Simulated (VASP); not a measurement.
# Ge in VASP: notebook, part 2 of 2

VASP 6.6.1. Earlier steps stand in the parts before.

## Step 5: Single point, PBE

This run uses another cell than the first one: it holds 8 atoms, not 4.

INCAR

```
SYSTEM = Ge
  PREC = Accurate
  ENCUT = 520
  EDIFF = 1E-7
  ISMEAR = 0
  SIGMA = 0.1
  LREAL = .FALSE.
  LASPH = .TRUE.
  NELM = 60
  ALGO = Normal
  ISIF = 2
  LWAVE = .FALSE.
  LCHARG = .FALSE.
  GGA = PE
  NBANDS = 66
```

KPOINTS

```
Automatic mesh
0
G
  4 6 4
  0 0 0
```

POSCAR

```
Ge
1.0
    6.3665058860      0.0000000000      0.0000000000
    0.0000000000      3.6985541563      0.0000000000
    0.0000000000      0.0000000000      7.3619737643
Ge
8
Direct
    0.4052968660      0.2500411752      0.0980808302
    0.9052968660      0.7499588248      0.4019191698
    0.5947031340      0.2500411752      0.4019191698
    0.0947031340      0.2500411752      0.5980808302
    0.0947031340      0.7499588248      0.0980808302
    0.9052968660      0.2500411752      0.9019191698
    0.4052968660      0.7499588248      0.5980808302
    0.5947031340      0.7499588248      0.9019191698
```

Potentials or basis: VASP PAW PBE potentials, release 64 (Ge_d).

Run with:

```
$ cat potpaw_PBE.64/Ge_d/POTCAR > POTCAR
$ mpirun -np 1 vasp_std > vasp.out
```

OUTCAR:

```text
SYSTEM = Ge
   PREC = Accurate
   ENCUT = 520
   EDIFF = 1E-7
   ISMEAR = 0
   LREAL = .FALSE.
   LASPH = .TRUE.
   NELM = 60
   ISIF = 2
   GGA = PE

 ion  position               nearest neighbor table
   1  0.405  0.250  0.098-   3 2.54   8 2.64   8 2.64   5 2.71   5 2.71
   2  0.905  0.750  0.402-   5 2.54   4 2.64   4 2.64   3 2.71   3 2.71
   3  0.595  0.250  0.402-   1 2.54   7 2.64   7 2.64   2 2.71   2 2.71
   4  0.095  0.250  0.598-   6 2.54   2 2.64   2 2.64   7 2.71   7 2.71
   5  0.095  0.750  0.098-   2 2.54   6 2.64   6 2.64   1 2.71   1 2.71
   6  0.905  0.250  0.902-   4 2.54   5 2.64   5 2.64   8 2.71   8 2.71
   7  0.405  0.750  0.598-   8 2.54   3 2.64   3 2.64   4 2.71   4 2.71
   8  0.595  0.750  0.902-   7 2.54   1 2.64   1 2.64   6 2.71   6 2.71

  LATTYP: Found a simple orthorhombic cell.
 ALAT       =     3.6985541563
 B/A-ratio  =     1.7213499159
 C/A-ratio  =     1.9905004640

  Lattice vectors:

 A1 = (   0.0000000000,  -3.6985541563,   0.0000000000)
 A2 = (   6.3665058860,   0.0000000000,   0.0000000000)
 A3 = (   0.0000000000,   0.0000000000,   7.3619737643)

Analysis of symmetry for initial positions (statically):
=====================================================================
 Subroutine PRICEL returns:
 Original cell was already a primitive cell.

 Routine SETGRP: Setting up the symmetry group for a
 simple orthorhombic supercell.

 Subroutine GETGRP returns: Found  8 space group operations
 (whereof  2 operations were pure point group operations)
 out of a pool of  8 trial point group operations.

The static configuration has the point symmetry S_2 .
 The point group associated with its full space group is D_2h.

Analysis of symmetry for dynamics (positions and initial velocities):
=====================================================================
 Subroutine PRICEL returns:
 Original cell was already a primitive cell.

 Routine SETGRP: Setting up the symmetry group for a
 simple orthorhombic supercell.

 Subroutine GETGRP returns: Found  8 space group operations
 (whereof  2 operations were pure point group operations)
 out of a pool of  8 trial point group operations.

The dynamic configuration has the point symmetry S_2 .
 The point group associated with its full space group is D_2h.

 Subroutine INISYM returns: Found  8 space group operations
 (whereof  2 operations are pure point group operations),
 and found     1 'primitive' translations

----------------------------------------------------------------------------------------

                                     Primitive cell

  volume of cell :     173.3514

  direct lattice vectors                    reciprocal lattice vectors
     6.366505886  0.000000000  0.000000000     0.157072029  0.000000000  0.000000000
     0.000000000  3.698554156  0.000000000     0.000000000  0.270375925  0.000000000
     0.000000000  0.000000000  7.361973764     0.000000000  0.000000000  0.135833138

  length of vectors
     6.366505886  3.698554156  7.361973764     0.157072029  0.270375925  0.135833138

  position of ions in fractional coordinates (direct lattice)
     0.405296866  0.250041175  0.098080830
     0.905296866  0.749958825  0.401919170
     0.594703134  0.250041175  0.401919170
     0.094703134  0.250041175  0.598080830
     0.094703134  0.749958825  0.098080830
     0.905296866  0.250041175  0.901919170
     0.405296866  0.749958825  0.598080830
     0.594703134  0.749958825  0.901919170
[... 42 lines left out ...]
  0.500000  0.000000  0.000000      1.000000
  0.000000  0.166667  0.000000      2.000000
  0.250000  0.166667  0.000000      4.000000
  0.500000  0.166667  0.000000      2.000000
[... 16 lines left out ...]
  0.250000  0.500000  0.250000      4.000000
  0.500000  0.500000  0.250000      2.000000
 [... further k-points ...]
   k-points           NKPTS =     36   k-points in BZ     NKDIM =     36   number of bands    NBANDS=     66
   number of dos      NEDOS =    301   number of ions     NIONS =      8
   total plane-waves  NPLWV =  75264
   dimension x,y,z NGX =    48 NGY =   28 NGZ =   56
   dimension x,y,z NGXF=    96 NGYF=   56 NGZF=  112
   ions per type =               8
   NGX,Y,Z   is equivalent  to a cutoff of  12.53, 12.59, 12.65 a.u.
   NGXF,Y,Z  is equivalent  to a cutoff of  25.07, 25.17, 25.29 a.u.
 SYSTEM =  Ge
   PREC   = accura    normal or accurate (medium, high low for compatibility)
   ISTART =      0    job   : 0-new  1-cont  2-samecut
   ICHARG =      2    charge: 1-file 2-atom 10-const
   ISPIN  =      1    spin polarized calculation?
   LNONCOLLINEAR =      F non collinear calculations
   LSORBIT =      F    spin-orbit coupling
   LASPH  =      T    aspherical Exc in radial PAW
   ENCUT  =  520.0 eV  38.22 Ry    6.18 a.u.  11.84  6.88 13.69*2*pi/ulx,y,z
   NELM   =     60;   NELMIN=  2; NELMDL= -5     # of ELM steps
   EDIFF  = 0.1E-06   stopping-criterion for ELM
   LREAL  =      F    real-space projection
   EDIFFG = 0.1E-05   stopping-criterion for IOM
   NSW    =      0    number of steps for IOM
   IBRION =     -1    ionic relax: 0-MD 1-quasi-New 2-CG
   NFREE  =      0    steps in history (QN), initial steepest desc. (CG)
   ISIF   =      2    stress and relaxation
   ISYM   =      2    0-nonsym 1-usesym 2-fastsym
   POTIM  = 0.5000    time-step for ionic-motion
   TEBEG  =    0.0;   TEEND  =   0.0 temperature during run
   PSTRESS=    0.0 pullay stress
   NELECT =     112.0000    total number of electrons
   NUPDOWN=      -1.0000    fix difference up-down
   EMIN   =  10.00;   EMAX   =-10.00  energy-range for DOS
   EFERMI =   0.00;   METHOD = LEGACY
   ISMEAR =     0;   SIGMA  =   0.10  broadening in eV -4-tet -1-fermi 0-gaus
   EFERMI_NEDOS =   21; number of points for ismear=-14 and -15
   IALGO  =     38    algorithm
   IMIX   =      4    mixing-type and parameters
     AMIX     =   0.40;   BMIX     =  1.00
     AMIX_MAG =   1.60;   BMIX_MAG =  1.00
  volume/ion in A,a.u.               =      21.67       146.23
  Fermi-wavevector in a.u.,A,eV,Ry     =   1.415267  2.674467 27.252206  2.002981
  Thomas-Fermi vector in A             =   2.536723
   LORBIT       =      0    0 simple, 1 ext, 2 COOP (PROOUT), +10 PAW based schemes
   GGA     = PE    functional components
   LHFCALC =     F    Hartree Fock is set to
   AEXX    =    0.0000 exact exchange contribution
   IVDW    =     0    specifies the selected vdW correction
   LEPSILON=     F    determine dielectric tensor
   LRPA    =     F    only Hartree local field effects (RPA)
 non-spin polarized calculation
 Gauss-broadening in eV      SIGMA  =   0.10
  energy-cutoff  :      520.00
  volume of cell :      173.35
 maximum number of plane-waves:      4740
 NGX is ok and might be reduce to    48

 number of electron     112.0000074 magnetization

 Free energy of the ion-electron system (eV)
  ---------------------------------------------------
  ext. energy  EPLUGINS =         0.00000000
  ---------------------------------------------------
  free energy    TOTEN  =       -34.38492753 eV

  energy without entropy =      -34.37491454  energy(sigma->0) =      -34.37992104

 E-fermi :   5.2427     XC(G=0): -10.3686

 val. band max:        5.1786300731   @ k =   0.0000   0.0000   0.2500
 cond. band min:       5.2501486478   @ k =   0.0000   0.1667   0.2500
 fundamental gap:      0.0715185747
 Fermi energy:         5.2427259230

 k-point     1 :       0.0000    0.0000    0.0000
  band No.  band energies     occupation
      1     -19.5042      2.00000
      2     -19.4955      2.00000
      3     -19.4704      2.00000
      4     -19.4508      2.00000
      5     -19.4500      2.00000
      6     -19.4496      2.00000
[... 1645 lines left out ...]
     65       9.7274      0.00000
     66       9.7276      0.00000

 [... further k-points ...]
[... 5 lines left out ...]
  --------------------------------------------------------------------------------------
  -------------------------------------------------------------------------------------
  Total        0.0904748      0.0275011      0.0761365      0.0000000      0.0000000      0.0000000
  in kB        0.8362009      0.2541752      0.7036810      0.0000000      0.0000000      0.0000000
  external PRESSURE =       0.5980191 kB  Pullay stress =       0.0000000 kB

 VOLUME and BASIS-vectors are now :
 -----------------------------------------------------------------------------
  energy-cutoff  :      520.00
  volume of cell :      173.35
      direct lattice vectors                 reciprocal lattice vectors
     6.366505886  0.000000000  0.000000000     0.157072029  0.000000000  0.000000000
     0.000000000  3.698554156  0.000000000     0.000000000  0.270375925  0.000000000
     0.000000000  0.000000000  7.361973764     0.000000000  0.000000000  0.135833138

 POSITION                                       TOTAL-FORCE (eV/Angst)
 -----------------------------------------------------------------------------------
      2.58032      0.92479      0.72207         0.008916     -0.001199     -0.008650
      5.76358      2.77376      2.95892         0.008916      0.001199      0.008650
      3.78618      0.92479      2.95892        -0.008916     -0.001199      0.008650
      0.60293      0.92479      4.40306        -0.008916     -0.001199     -0.008650
      0.60293      2.77376      0.72207        -0.008916      0.001199     -0.008650
      5.76358      0.92479      6.63991         0.008916     -0.001199      0.008650
      2.58032      2.77376      4.40306         0.008916      0.001199     -0.008650
      3.78618      2.77376      6.63991        -0.008916      0.001199      0.008650
 -----------------------------------------------------------------------------------
    total drift:                                0.000000     -0.000000      0.000000

  FREE ENERGIE OF THE ION-ELECTRON SYSTEM (eV)
  ---------------------------------------------------
  free  energy   TOTEN  =       -34.3849275270 eV

  energy  without entropy=      -34.3749145433  energy(sigma->0) =      -34.37992104
```

Run time: 5.2 min. Hardware: 1 thread of Oxide Virtual Turin-like, shared host; peak memory 0.39 GiB.

Results:

| Property | Result |
| --- | --- |
| Free energy | -34.3849 eV |
| Pressure | 0.1 GPa |
| Largest force | 0.012 eV/Å |
| Band gap on the k mesh | zero (band 56 reaches 6.47 eV, above the bottom of band 57 at 4.60 eV) |

Forces in eV/Å, atoms in the order of the input:
```
Ge   0.009 -0.001 -0.009
Ge   0.009  0.001  0.009
Ge  -0.009 -0.001  0.009
Ge  -0.009 -0.001 -0.009
Ge  -0.009  0.001 -0.009
Ge   0.009 -0.001  0.009
Ge   0.009  0.001 -0.009
Ge  -0.009  0.001  0.009
```

Levels at points of the mesh, in eV from the Fermi level:
```csv
k point,band 54,band 55,band 56,band 57,band 58,band 59
"(0.00, 0.00, 0.00)",0.06,0.36,0.64,1.01,1.10,1.56
"(0.50, 0.00, 0.00)",-0.92,-0.37,-0.37,0.28,0.28,1.17
"(0.00, 0.50, 0.00)",-2.64,-1.79,-1.79,-0.28,-0.28,2.48
"(0.50, 0.50, 0.00)",-1.20,-1.20,-1.20,0.46,0.46,0.46
"(0.00, 0.00, 0.50)",-1.14,1.23,1.23,1.68,1.68,2.35
"(0.50, 0.00, 0.50)",-0.43,-0.43,-0.43,1.06,1.06,1.06
"(0.00, 0.50, 0.50)",-1.69,-1.69,-1.69,0.90,0.90,0.90
"(0.50, 0.50, 0.50)",-2.17,-2.17,-2.17,0.21,0.21,0.21
```

## Step 6: Single point, PBE

This run uses another cell than the first one: it holds 8 atoms, not 4.

INCAR

```
SYSTEM = Ge
  PREC = Accurate
  ENCUT = 520
  EDIFF = 1E-7
  ISMEAR = 0
  SIGMA = 0.2
  LREAL = .FALSE.
  LASPH = .TRUE.
  NELM = 60
  ALGO = Normal
  ISIF = 2
  LWAVE = .FALSE.
  LCHARG = .TRUE.
  GGA = PE
  LELF = .TRUE.
  LVHAR = .TRUE.
  NBANDS = 66
```

KPOINTS

```
Automatic mesh
0
G
  6 6 2
  0 0 0
```

POSCAR

```
Ge
1.0
   -3.6871130244      0.0004970351     -0.0000954211
    1.8440514816     -3.6743556218      0.0002860261
    0.0003109788     -0.0008217969     12.7740479608
Ge
8
Direct
    0.1522397674      0.3047082560      0.2023562559
    0.1518559773      0.3036219282      0.7023087263
    0.3482740948      0.6960261897      0.4523013330
    0.3476250287      0.6956935089      0.9523461800
    0.8489275680      0.6977276638      0.2977024766
    0.8482145799      0.6966245161      0.7976416094
    0.6510993427      0.3026439220      0.0476889524
    0.6517636412      0.3029540153      0.5476544665
```

Potentials or basis: VASP PAW PBE potentials, release 64 (Ge_d).

Run with:

```
$ cat potpaw_PBE.64/Ge_d/POTCAR > POTCAR
$ mpirun -np 1 vasp_std > vasp.out
```

Run time: 7.7 min. Hardware: 1 thread of Oxide Virtual Turin-like, shared host; peak memory 0.42 GiB.

It converged, with:

```
Free energy            : -34.3824 eV
Pressure               : 0.0 GPa
Largest force          : 0.006 eV/Å
Band gap on the k mesh : zero (band 56 reaches 6.36 eV, above the bottom of band 57 at 4.42 eV)
```

Forces on the atoms (eV/Å):
```
Ge  -0.001 -0.001 -0.004
Ge   0.000 -0.002 -0.003
Ge   0.000  0.001 -0.002
Ge  -0.001  0.002 -0.004
Ge   0.001  0.005  0.002
Ge  -0.001  0.004  0.005
Ge   0.000 -0.005  0.003
Ge   0.002 -0.003  0.003
```

Levels at points of the mesh, in eV from the Fermi level:
```
           k point  band 54  band 55  band 56  band 57  band 58  band 59
(0.00, 0.00, 0.00)     0.32     0.36     0.36     0.73     1.25     1.25
(0.50, 0.00, 0.00)    -2.15    -1.65    -1.64     0.21     0.21     0.92
(0.00, 0.50, 0.00)    -0.85    -0.85    -0.34    -0.34     1.07     1.17
(0.50, 0.50, 0.00)    -2.15    -1.65    -1.64     0.21     0.21     0.93
(0.00, 0.00, 0.50)    -0.16     0.96     0.96     0.98     0.98     1.09
(0.50, 0.00, 0.50)    -1.65    -1.65    -1.64     0.20     0.20     0.20
(0.00, 0.50, 0.50)    -1.52     0.21     0.22     0.60     0.60     1.16
(0.50, 0.50, 0.50)    -1.65    -1.65    -1.64     0.20     0.20     0.20
```

## Step 7: Summary

```csv
cell,k mesh,smearing,gap on the mesh (eV),pressure (GPa),largest force (eV/Å)
"a = 4.113, b = 4.113, c = 6.391 Å, angles 90.0, 90.0, 126.7°, 4 atoms",14 × 14 × 8,gaussian 0.1 eV,none,0.0,-
"a = 3.689, b = 4.113, c = 12.783 Å, angles 90.0, 90.0, 116.6°, 8 atoms",6 × 6 × 2,gaussian 0.2 eV,none,0.0,0.06
"a = 6.076, b = 3.365, c = 6.769 Å, 8 atoms",4 × 6 × 4,gaussian 0.1 eV,none,26.4,2.61
"a = 6.367, b = 3.699, c = 7.362 Å, 8 atoms",4 × 6 × 4,gaussian 0.1 eV,none,0.1,0.01
"a = 3.687, b = 4.111, c = 12.774 Å, angles 90.0, 90.0, 116.7°, 8 atoms",6 × 6 × 2,gaussian 0.2 eV,none,0.0,0.01
```

Alike in all rows: task single point; level PBE; potentials or basis VASP PAW PBE potentials, release 64 (Ge_d); no spin polarisation; cutoff (eV) 520.

Caveats: forces of over 1 eV/Å act on the atoms, so gaps and moduli don't describe the material at rest (some runs).

Total energies depend on the potentials used, so only differences within one code and one set of settings carry meaning.
